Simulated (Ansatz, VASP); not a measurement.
**Two plane-wave programs on Ag**

```
CELL_PARAMETERS angstrom
2.90521 0.00000 0.00000
-1.45260 2.51598 0.00000
0.00000 0.00000 9.46699
ATOMIC_POSITIONS crystal
Ag 0.33333 0.66667 0.25000
Ag 0.66667 0.33333 0.75000
Ag 0.00000 0.00000 0.00000
Ag 0.00000 0.00000 0.50000
```

Alike in both runs: task single point; functional r2SCAN; k mesh 12 × 12 × 4; occupations gaussian, width 0.15 eV; no spin polarisation.

|  | VASP | Ansatz |
| --- | --- | --- |
| version | VASP 6.6.1 | Ansatz 0.2.0 |
| potentials or method | VASP PAW PBE potentials, release 64 (Ag), cutoff 520 eV | scalar-relativistic, plane waves, PAW |
| valence electrons in the cell | 44 | 76 |

|  | VASP | Ansatz | Ansatz less VASP |
| --- | --- | --- | --- |
| gap on the k mesh at the Fermi level (eV) | none | none | - |
| pressure (GPa) | 0.3 | 0.1 | -0.13 |
| traceless stress, the component that is largest in VASP (GPa) | -0.30 | -0.30 | -0.001 |

VASP's potentials were made for PBE, not for r2SCAN. A gap of «none» marks a metal or a gap that the smearing closes. VASP's potentials hold 44 valence electrons a cell and Ansatz's 76, so a difference there can come from the potentials and not from the codes.
